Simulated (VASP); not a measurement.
# PtS2 in VASP: notebook, part 2 of 2

VASP 6.6.1.

### 4 Single point, PBE+D3(BJ)

The input, INCAR:

```
PREC     = Accurate       # precision mode
ENCUT    = 520            # plane-wave cutoff, eV
EDIFF    = 1E-6           # SCF threshold, eV
ISMEAR   = 0              # smearing method
SIGMA    = 0.05           # smearing width, eV
LREAL    = False          # projectors in reciprocal space
LASPH    = True           # aspherical terms in the spheres
NELM     = 100            # most SCF steps
ALGO     = Normal         # electronic algorithm
ISIF     = 2              # what is computed and relaxed
LWAVE    = False          # write WAVECAR
LCHARG   = False          # write CHGCAR
LDIPOL   = True         
IDIPOL   = 3            
DIPOL    = 0.5 0.5 0.375
GGA      = PE             # functional
IVDW     = 12             # dispersion correction
NBANDS   = 31             # bands
```

The input, KPOINTS:

```
Automatic mesh
0
Gamma
  9 9 1
```

The input, POSCAR:

```
PtS2
1.0
    3.5414384854      0.0000000000      0.0000000000
   -1.7707192427      3.0669756943      0.0000000000
    0.0000000000      0.0000000000     22.4671585948
S Pt
4 2
Direct
    0.6666666667      0.3333333333      0.2002923503
    0.3333333333      0.6666666667      0.3106538866
    1.0000000000      1.0000000000      0.4391985131
    0.6666666667      1.3333333333      0.5495602357
    0.0000000000      0.0000000000      0.2556534246
    0.3333333333      0.6666666667      0.4941997401
```

Potentials or basis: VASP PAW PBE potentials, release 64 (S, Pt).

On the command line:

```bash
$ cat potpaw_PBE.64/S/POTCAR potpaw_PBE.64/Pt/POTCAR > POTCAR
$ mpirun -np 1 vasp_std > vasp.out
```

OUTCAR:

```text
PREC = Accurate
   ENCUT = 520
   EDIFF = 1E-6
   ISMEAR = 0
   LREAL = False
   LASPH = True
   NELM = 100
   ISIF = 2
   GGA = PE
   IVDW = 12
 IVDW          = 12

 ion  position               nearest neighbor table
   1  0.667  0.333  0.200-   5 2.39   5 2.39   5 2.39
   2  0.333  0.667  0.311-   5 2.39   5 2.39   5 2.39
   3  0.000  0.000  0.439-   6 2.39   6 2.39   6 2.39
   4  0.667  0.333  0.550-   6 2.39   6 2.39   6 2.39
   5  0.000  0.000  0.256-   2 2.39   2 2.39   2 2.39   1 2.39   1 2.39   1 2.39
   6  0.333  0.667  0.494-   3 2.39   3 2.39   3 2.39   4 2.39   4 2.39   4 2.39

  LATTYP: Found a hexagonal cell.
 ALAT       =     3.5414384854
 C/A-ratio  =     6.3440770431

  Lattice vectors:

 A1 = (   3.5414384854,   0.0000000000,   0.0000000000)
 A2 = (  -1.7707192427,   3.0669756943,   0.0000000000)
 A3 = (   0.0000000000,   0.0000000000,  22.4671585948)

Analysis of symmetry for initial positions (statically):
=====================================================================
 Subroutine PRICEL returns:
 Original cell was already a primitive cell.

 Routine SETGRP: Setting up the symmetry group for a
 hexagonal supercell.

 Subroutine GETGRP returns: Found 12 space group operations
 (whereof  6 operations were pure point group operations)
 out of a pool of 24 trial point group operations.

The static configuration has the point symmetry C_3v.
 The point group associated with its full space group is D_3d.

Analysis of symmetry for dynamics (positions and initial velocities):
=====================================================================
 Subroutine PRICEL returns:
 Original cell was already a primitive cell.

 Routine SETGRP: Setting up the symmetry group for a
 hexagonal supercell.

 Subroutine GETGRP returns: Found 12 space group operations
 (whereof  6 operations were pure point group operations)
 out of a pool of 24 trial point group operations.

The dynamic configuration has the point symmetry C_3v.
 The point group associated with its full space group is D_3d.

 Subroutine INISYM returns: Found 12 space group operations
[... 121 lines left out ...]
   LEPSILON=     F    determine dielectric tensor
   LRPA    =     F    only Hartree local field effects (RPA)
 non-spin polarized calculation
 Gauss-broadening in eV      SIGMA  =   0.05
  energy-cutoff  :      520.00
  volume of cell :      244.03
 maximum number of plane-waves:      6671
 NGX is ok and might be reduce to    28
   NGX = 13   NGY = 13   NGZ = 83

 number of electron      44.0000001 magnetization

 dipolmoment           0.000000      0.000000      0.000183 electrons x Angstroem

 Free energy of the ion-electron system (eV)
  ---------------------------------------------------
  ext. energy  EPLUGINS =         0.00000000
  ---------------------------------------------------
  free energy    TOTEN  =       -30.84277884 eV

  energy without entropy =      -30.84277884  energy(sigma->0) =      -30.84277884

 E-fermi :  -0.1578     XC(G=0):  -5.3838

 val. band max:       -0.4153095780   @ k =   0.1111   0.0000   0.0000
 cond. band min:       0.8284654353   @ k =   0.2222   0.2222   0.0000
 fundamental gap:      1.2437750133
 Fermi energy:        -0.1577615672

 k-point     1 :       0.0000    0.0000    0.0000
  band No.  band energies     occupation
      1     -14.9770      2.00000
      2     -14.8516      2.00000
      3     -12.8341      2.00000
      4     -12.5743      2.00000
      5      -6.4318      2.00000
      6      -6.4115      2.00000
[... 397 lines left out ...]
     30       8.0605      0.00000
     31       8.0618      0.00000

------------------------ aborting loop because EDIFF is reached ----------------------------------------

 vacuum level on the upper side and lower side of the slab       (xc-potential included)        -0.220        -0.223

 Edisp (eV)   -2.00126

 E8    (eV) :    -0.8295

  FORCE on cell =-STRESS in cart. coord.  units (eV):
  Direction    XX          YY          ZZ          XY          YZ          ZX
  --------------------------------------------------------------------------------------
  -------------------------------------------------------------------------------------
  Total      -0.33983    -0.33983    -0.26032     0.00000    -0.00000     0.00000
  in kB      -2.23120    -2.23120    -1.70916     0.00000    -0.00000     0.00000
  external pressure =       -2.06 kB  Pullay stress =        0.00 kB

 VOLUME and BASIS-vectors are now :
 -----------------------------------------------------------------------------
  energy-cutoff  :      520.00
  volume of cell :      244.03
      direct lattice vectors                 reciprocal lattice vectors
     3.541438485  0.000000000  0.000000000     0.282371134  0.163027050  0.000000000
    -1.770719243  3.066975694  0.000000000     0.000000000  0.326054100  0.000000000
     0.000000000  0.000000000 22.467158595     0.000000000  0.000000000  0.044509411

 POSITION                                       TOTAL-FORCE (eV/Angst)
 -----------------------------------------------------------------------------------
      1.77072      1.02233      4.50000         0.000000      0.000000      0.039446
     -0.00000      2.04465      6.97951        -0.000000      0.000000     -0.038726
      0.00000      0.00000      9.86754         0.000000      0.000000      0.038726
      1.77072      1.02233     12.34706        -0.000000     -0.000000     -0.039446
      0.00000      0.00000      5.74381         0.000000     -0.000000     -0.001517
     -0.00000      2.04465     11.10326        -0.000000      0.000000      0.001517
 -----------------------------------------------------------------------------------
    total drift:                                0.000000     -0.000000      0.028490

  FREE ENERGIE OF THE ION-ELECTRON SYSTEM (eV)
  ---------------------------------------------------
  free  energy   TOTEN  =       -32.8440392635 eV

  energy  without entropy=      -32.8440392635  energy(sigma->0) =      -32.84403926

 vacuum level on the upper side and lower side of the slab         5.279         5.276
```

OSZICAR:

```text
N       E                     dE             d eps       ncg     rms          rms(c)
DAV:   1     0.309894000859E+03    0.30989E+03   -0.18077E+04   744   0.117E+03
DAV:   2    -0.421785056133E+01   -0.31411E+03   -0.29704E+03   982   0.228E+02
DAV:   3    -0.327596293930E+02   -0.28542E+02   -0.27943E+02   892   0.733E+01
[... 12 lines left out ...]
DAV:  16    -0.308427806434E+02    0.47759E-05   -0.75251E-06   946   0.143E-02    0.692E-02
DAV:  17    -0.308427763862E+02    0.42572E-05   -0.21947E-05   884   0.182E-02    0.117E-02
DAV:  18    -0.308427774155E+02   -0.10293E-05   -0.14434E-06   597   0.530E-03    0.144E-03
DAV:  19    -0.308427785065E+02   -0.10910E-05   -0.54681E-07   554   0.336E-03    0.484E-03
DAV:  20    -0.308427788409E+02   -0.33436E-06   -0.13825E-07   575   0.195E-03
   1 F= -.32844039E+02 E0= -.32844039E+02  d E =-.647483E-14
```

It took 2.8 min on 1 thread of Intel Xeon Platinum 8259CL at 2.50GHz (Skylake/Cascade Lake), shared host; peak memory 0.39 GiB.

Results:

- Free energy: -32.8440 eV
- Largest force: 0.039 eV/Å
- Band gap on the k mesh: 1.24 eV, indirect (least direct gap 1.47 eV)
- Dispersion energy per atom: -0.334 eV

Forces on the atoms (eV/Å):
```
S    0.000  0.000  0.039
S    0.000  0.000 -0.039
S    0.000  0.000  0.039
S    0.000  0.000 -0.039
Pt   0.000  0.000 -0.002
Pt   0.000  0.000  0.002
```

Levels at points of the mesh, in eV from the valence-band top:
```csv
k point,band 19,band 20,band 21,band 22,band 23,band 24,band 25,band 26
"(0.00, 0.00, 0.00)",-0.74,-0.64,-0.64,-0.37,2.75,2.75,2.84,2.84
```

Caveat: spin-orbit coupling is left out, which moves the levels of the heavy elements.
